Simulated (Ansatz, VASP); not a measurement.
Two plane-wave programs on Si

```
Si
1.0
     2.83597    0.00000    0.00000
    -1.41798    2.45602    0.00000
     0.00000    0.00000    4.59427
Si
2
Direct
  0.19333 0.59667 0.14500
  0.80667 0.40333 0.85500
```

Change from the starting cell: shortest bond scaled by 0.58, PAW files.

Alike in both runs: task electric field gradients; functional r2SCAN; k mesh 12 × 12 × 7; occupations fermi-dirac, width 0.05 eV; no spin polarisation.

|  | VASP | Ansatz |
| --- | --- | --- |
| version | VASP 6.6.1 | Ansatz 0.2.0 |
| potentials or method | VASP PAW PBE potentials, release 64 (Si) | PAW with Ansatz's default frozen-core files, scalar-relativistic |
| plane-wave cutoff (eV) | 520 | 500 |
| valence electrons in the cell | 8 | 8 |

```csv
,VASP,Ansatz,Ansatz less VASP
pressure (GPa),75.2,76.4,+1.15
"traceless stress, the component that is largest in VASP (GPa)",89.45,90.98,+1.521
rms of the force components (eV/Å),15.761,16.028,+0.2674
size of Vzz on the site where it differs most (V/Å²),121.0,95.2,-25.73
```

VASP's potentials were made for PBE, not for r2SCAN. Atom by atom the forces differ by 0.268 eV/Å (rms over components). Both programs put the cell under a high pressure, so it lies far from rest at this level. The functional is the same, so the differences come from potentials, cutoffs and numerics.

Noted on VASP's run: the cell as given lies far from equilibrium.
